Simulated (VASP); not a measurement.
# ZrSi3 (Fm-3m) in VASP: single point with PBE

Aim: the single point of ZrSi3 with PBE.

Everything below comes from runs of VASP 6.6.1. Logs are shortened: lines on timing, memory, paths and dates and some standing lists are left out, and cuts for length are marked.

## Step 1: The cell of the first run

It takes space group Fm-3m (No. 225, cubic). Conventional cell: a = 6.485 Å, b = 6.485 Å, c = 6.485 Å, α = 90.00°, β = 90.00°, γ = 90.00°. Within 3.7 Å of Zr (site symmetry m-3m) lie 14 Si at 2.81 to 3.24 Å. Si (site symmetry -43m) has 4 Zr at 2.81 Å and 10 Si at 2.81 to 3.24 Å within 3.7 Å. Within 3.7 Å of Si (site symmetry m-3m) lie 8 Si at 2.81 Å and 6 Zr at 3.24 Å.

## Step 2: Single point, PBE

The input, POSCAR:

```
ZrSi3
1.0
    0.0000000000      3.2425375715      3.2425375715
    3.2425375715      0.0000000000      3.2425375715
    3.2425375715      3.2425375715      0.0000000000
Zr Si
1 3
Direct
    0.0000000000      0.0000000000      0.0000000000
    0.2500000000      0.2500000000      0.2500000000
    0.5000000000      0.5000000000      0.5000000000
    0.7500000000      0.7500000000      0.7500000000
```

The input, INCAR.step1:

```
SYSTEM = ZrSi3
ALGO = Normal ; EDIFF = 1E-6
ENCUT = 520 ; GGA = PE
ISIF = 2 ; ISMEAR = 0
LASPH = .True. ; LCHARG = .True.
LMAXMIX = 4 ; LREAL = .False.
LWAVE = .False. ; NBANDS = 20
NELM = 80 ; PREC = Accurate
SIGMA = 0.1
```

The input, KPOINTS.step1:

```
k-points
0
Gamma
  12 12 12
  0 0 0
```

The input, INCAR.step2:

```
SYSTEM = ZrSi3
ALGO = Normal ; EDIFF = 1E-6
ENCUT = 520 ; GGA = PE
ICHARG = 11 ; ISIF = 2
ISMEAR = -5 ; LASPH = .True.
LCHARG = .False. ; LMAXMIX = 4
LORBIT = 11 ; LREAL = .False.
LWAVE = .False. ; NEDOS = 2001
NELM = 80 ; PREC = Accurate
SIGMA = 0.1
```

The input, KPOINTS.step2:

```
k-points
0
Gamma
  18 18 18
  0 0 0
```

Potentials or basis: VASP PAW PBE potentials, release 64 (Zr_sv, Si).

Run with:

```
> cat potpaw_PBE.64/Zr_sv/POTCAR potpaw_PBE.64/Si/POTCAR > POTCAR
> cp INCAR.step1 INCAR
> cp KPOINTS.step1 KPOINTS
> mpirun -np 1 vasp_std > vasp.out
> cp INCAR.step2 INCAR
> cp KPOINTS.step2 KPOINTS
> mpirun -np 1 vasp_std > vasp.out
```

OUTCAR:

```text
SYSTEM = ZrSi3
   EDIFF = 1E-6
   ENCUT = 520
   GGA = PE
   ICHARG = 11
   ISIF = 2
   ISMEAR = -5
   LASPH = .True.
   LORBIT = 11
   LREAL = .False.
   NELM = 80
   PREC = Accurate

 ion  position               nearest neighbor table
   1  0.000  0.000  0.000-   2 2.81   4 2.81   4 2.81   4 2.81   4 2.81   2 2.81   2 2.81   2 2.81
                             3 3.24   3 3.24   3 3.24   3 3.24   3 3.24   3 3.24
   2  0.250  0.250  0.250-   1 2.81   3 2.81   1 2.81   1 2.81   1 2.81   3 2.81   3 2.81   3 2.81

   3  0.500  0.500  0.500-   2 2.81   4 2.81   2 2.81   2 2.81   2 2.81   4 2.81   4 2.81   4 2.81
                             1 3.24   1 3.24   1 3.24   1 3.24   1 3.24   1 3.24
   4  0.750  0.750  0.750-   1 2.81   3 2.81   3 2.81   3 2.81   3 2.81   1 2.81   1 2.81   1 2.81

  LATTYP: Found a face centered cubic cell.
 ALAT       =     6.4850751430

  Lattice vectors:

 A1 = (   0.0000000000,   3.2425375715,   3.2425375715)
 A2 = (   3.2425375715,   0.0000000000,   3.2425375715)
 A3 = (   3.2425375715,   3.2425375715,   0.0000000000)

Analysis of symmetry for initial positions (statically):
=====================================================================
 Subroutine PRICEL returns:
 Original cell was already a primitive cell.

 Routine SETGRP: Setting up the symmetry group for a
 face centered cubic supercell.

 Subroutine GETGRP returns: Found 48 space group operations
 (whereof 48 operations were pure point group operations)
 out of a pool of 48 trial point group operations.

The static configuration has the point symmetry O_h .

Analysis of symmetry for dynamics (positions and initial velocities):
=====================================================================
 Subroutine PRICEL returns:
 Original cell was already a primitive cell.

 Routine SETGRP: Setting up the symmetry group for a
 face centered cubic supercell.

 Subroutine GETGRP returns: Found 48 space group operations
 (whereof 48 operations were pure point group operations)
 out of a pool of 48 trial point group operations.

The dynamic configuration has the point symmetry O_h .

 Subroutine INISYM returns: Found 48 space group operations
 (whereof 48 operations are pure point group operations),
 and found     1 'primitive' translations

----------------------------------------------------------------------------------------

                                     Primitive cell

  volume of cell :      68.1844

  direct lattice vectors                    reciprocal lattice vectors
     0.000000000  3.242537572  3.242537572    -0.154200218  0.154200218  0.154200218
     3.242537572  0.000000000  3.242537572     0.154200218 -0.154200218  0.154200218
     3.242537572  3.242537572  0.000000000     0.154200218  0.154200218 -0.154200218

  length of vectors
     4.585640610  4.585640610  4.585640610     0.267082612  0.267082612  0.267082612

  position of ions in fractional coordinates (direct lattice)
     0.000000000  0.000000000  0.000000000
     0.250000000  0.250000000  0.250000000
     0.500000000  0.500000000  0.500000000
     0.750000000  0.750000000  0.750000000

  ion indices of the primitive-cell ions
   primitive index   ion index
                 1           1
                 2           2
                 3           3
                 4           4

----------------------------------------------------------------------------------------

 KPOINTS: k-points

Automatic generation of k-mesh.
 Grid dimensions read from file:
 generate k-points for:   18   18   18

 Generating k-lattice:

  Cartesian coordinates                     Fractional coordinates (reciprocal lattice)
    -0.008566679  0.008566679  0.008566679     0.055555556  0.000000000  0.000000000
     0.008566679 -0.008566679  0.008566679     0.000000000  0.055555556  0.000000000
     0.008566679  0.008566679 -0.008566679     0.000000000  0.000000000  0.055555556

  Length of vectors
     0.014837923  0.014837923  0.014837923

  Shift w.r.t. Gamma in fractional coordinates (k-lattice)
     0.000000000  0.000000000  0.000000000

 TETIRR: Found    806 inequivalent tetrahedra from    34992

 Subroutine IBZKPT returns following result:
 ===========================================

 Found    195 irreducible k-points:

 Following reciprocal coordinates:
            Coordinates               Weight
  0.000000  0.000000  0.000000      1.000000
  0.055556  0.000000  0.000000      8.000000
  0.111111  0.000000  0.000000      8.000000
  0.166667  0.000000  0.000000      8.000000
  0.222222  0.000000  0.000000      8.000000
  0.277778  0.000000  0.000000      8.000000
[... 16 lines left out ...]
 -0.277778  0.055556  0.000000     24.000000
 -0.222222  0.055556  0.000000     24.000000
 [... further k-points ...]
   k-points           NKPTS =    195   k-points in BZ     NKDIM =    195   number of bands    NBANDS=     16
   number of dos      NEDOS =   2001   number of ions     NIONS =      4
   total plane-waves  NPLWV =  46656
   dimension x,y,z NGX =    36 NGY =   36 NGZ =   36
   dimension x,y,z NGXF=    72 NGYF=   72 NGZF=   72
   ions per type =               1   3
   NGX,Y,Z   is equivalent  to a cutoff of  13.05, 13.05, 13.05 a.u.
   NGXF,Y,Z  is equivalent  to a cutoff of  26.10, 26.10, 26.10 a.u.
 SYSTEM =  ZrSi3
   PREC   = accura    normal or accurate (medium, high low for compatibility)
   ISTART =      0    job   : 0-new  1-cont  2-samecut
   ICHARG =     11    charge: 1-file 2-atom 10-const
   ISPIN  =      1    spin polarized calculation?
   LNONCOLLINEAR =      F non collinear calculations
   LSORBIT =      F    spin-orbit coupling
   LASPH  =      T    aspherical Exc in radial PAW
   ENCUT  =  520.0 eV  38.22 Ry    6.18 a.u.   8.53  8.53  8.53*2*pi/ulx,y,z
   NELM   =     80;   NELMIN=  2; NELMDL=  0     # of ELM steps
   EDIFF  = 0.1E-05   stopping-criterion for ELM
   LREAL  =      F    real-space projection
   EDIFFG = 0.1E-04   stopping-criterion for IOM
   NSW    =      0    number of steps for IOM
   IBRION =     -1    ionic relax: 0-MD 1-quasi-New 2-CG
   NFREE  =      0    steps in history (QN), initial steepest desc. (CG)
   ISIF   =      2    stress and relaxation
   ISYM   =      2    0-nonsym 1-usesym 2-fastsym
   POTIM  = 0.5000    time-step for ionic-motion
   TEBEG  =    0.0;   TEEND  =   0.0 temperature during run
   PSTRESS=    0.0 pullay stress
   NELECT =      24.0000    total number of electrons
   NUPDOWN=      -1.0000    fix difference up-down
   EMIN   =  10.00;   EMAX   =-10.00  energy-range for DOS
   EFERMI =   0.00;   METHOD = LEGACY
   ISMEAR =    -5;   SIGMA  =   0.10  broadening in eV -4-tet -1-fermi 0-gaus
   EFERMI_NEDOS =   21; number of points for ismear=-14 and -15
   IALGO  =     38    algorithm
   IMIX   =      4    mixing-type and parameters
     AMIX     =   0.40;   BMIX     =  1.00
     AMIX_MAG =   1.60;   BMIX_MAG =  1.00
  volume/ion in A,a.u.               =      17.05       115.03
  Fermi-wavevector in a.u.,A,eV,Ry     =   1.155891  2.184317 18.178528  1.336084
  Thomas-Fermi vector in A             =   2.292516
   LORBIT       =     11    0 simple, 1 ext, 2 COOP (PROOUT), +10 PAW based schemes
   GGA     = PE    functional components
   LHFCALC =     F    Hartree Fock is set to
   AEXX    =    0.0000 exact exchange contribution
   IVDW    =     0    specifies the selected vdW correction
   LEPSILON=     F    determine dielectric tensor
   LRPA    =     F    only Hartree local field effects (RPA)
 non-spin polarized calculation
 Fermi weights with tetrahedron method with Bloechl corrections
  energy-cutoff  :      520.00
  volume of cell :       68.18
 maximum number of plane-waves:      1855
 NGX is ok and might be reduce to    36

 number of electron      24.0000000 magnetization

 Free energy of the ion-electron system (eV)
  ---------------------------------------------------
  ext. energy  EPLUGINS =         0.00000000
  ---------------------------------------------------
  free energy    TOTEN  =       -23.70134684 eV

  energy without entropy =      -23.70134684  energy(sigma->0) =      -23.70134684

 E-fermi :   9.3527     XC(G=0): -11.0616

 val. band max:        9.4671657694   @ k =   0.3889   0.2778   0.0000
 cond. band min:       9.2830860760   @ k =  -0.2222   0.1111   0.0000
 fundamental gap:     -0.1840796934
 Fermi energy:         9.3527333689

 k-point     1 :       0.0000    0.0000    0.0000
  band No.  band energies     occupation
      1     -39.4437      2.00000
      2     -17.5401      2.00000
      3     -17.5401      2.00000
      4     -17.5401      2.00000
      5      -2.7450      2.00000
      6       5.1216      2.00000
[... 8 lines left out ...]
     15       8.8750      2.00000
     16      12.2302      0.00000

 k-point     2 :       0.0556    0.0000    0.0000
  band No.  band energies     occupation
      1     -39.4436      2.00000
      2     -17.5415      2.00000
      3     -17.5403      2.00000
      4     -17.5403      2.00000
      5      -2.7103      2.00000
      6       4.6696      2.00000
[... 8 lines left out ...]
     15       9.0539      2.02150
     16      11.9730      0.00000

 k-point     3 :       0.1111    0.0000    0.0000
  band No.  band energies     occupation
      1     -39.4435      2.00000
      2     -17.5454      2.00000
      3     -17.5408      2.00000
      4     -17.5408      2.00000
      5      -2.6067      2.00000
      6       4.0512      2.00000
[... 8 lines left out ...]
     15       9.4608      0.07417
     16      11.3929      0.00000
[... 362 lines left out ...]
 k-point    23 :      -0.2778    0.0556    0.0000
  band No.  band energies     occupation
      1     -39.4427      2.00000
      2     -17.5688      2.00000
      3     -17.5454      2.00000
      4     -17.5436      2.00000
      5      -1.7693      2.00000
      6       1.9607      2.00000
[... 8 lines left out ...]
     15      10.5677      0.00000
     16      11.5604      0.00000

 k-point    24 :      -0.2222    0.0556    0.0000
  band No.  band energies     occupation
      1     -39.4430      2.00000
      2     -17.5614      2.00000
      3     -17.5443      2.00000
      4     -17.5425      2.00000
      5      -2.0809      2.00000
      6       2.5728      2.00000
[... 8 lines left out ...]
     15      10.6518      0.00000
     16      11.2136      0.00000

 [... further k-points ...]
[... 5 lines left out ...]
  --------------------------------------------------------------------------------------
  -------------------------------------------------------------------------------------
  Total        0.0542700      0.0542700      0.0542700     -0.0000000      0.0000000     -0.0000000
  in kB        1.2752204      1.2752204      1.2752204     -0.0000000      0.0000000     -0.0000000
  external PRESSURE =       1.2752204 kB  Pullay stress =       0.0000000 kB

 VOLUME and BASIS-vectors are now :
 -----------------------------------------------------------------------------
  energy-cutoff  :      520.00
  volume of cell :       68.18
      direct lattice vectors                 reciprocal lattice vectors
     0.000000000  3.242537572  3.242537572    -0.154200218  0.154200218  0.154200218
     3.242537572  0.000000000  3.242537572     0.154200218 -0.154200218  0.154200218
     3.242537572  3.242537572  0.000000000     0.154200218  0.154200218 -0.154200218

 POSITION                                       TOTAL-FORCE (eV/Angst)
 -----------------------------------------------------------------------------------
      0.00000      0.00000      0.00000        -0.000000      0.000000     -0.000000
      1.62127      1.62127      1.62127        -0.000000     -0.000000     -0.000000
      3.24254      3.24254      3.24254        -0.000000     -0.000000     -0.000000
      4.86381      4.86381      4.86381         0.000000      0.000000      0.000000
 -----------------------------------------------------------------------------------
    total drift:                               -0.000000      0.000000      0.000000

  FREE ENERGIE OF THE ION-ELECTRON SYSTEM (eV)
  ---------------------------------------------------
  free  energy   TOTEN  =       -23.7013468439 eV

  energy  without entropy=      -23.7013468439  energy(sigma->0) =      -23.70134684

 total charge

# of ion       s       p       d       tot
------------------------------------------
    1        2.197   5.954   1.751   9.902
    2        0.828   0.774   0.000   1.602
    3        0.863   0.648   0.000   1.512
    4        0.828   0.774   0.000   1.602
--------------------------------------------------
tot          4.716   8.150   1.751  14.617
```

Run time: 4.9 min. Hardware: 1 thread of Intel Xeon 8259CL, shared host; peak memory 0.35 GiB.

Results:

* Valence electrons inside the program's atomic spheres: Zr 9.90; Si 1.60, 1.51 (each value once)
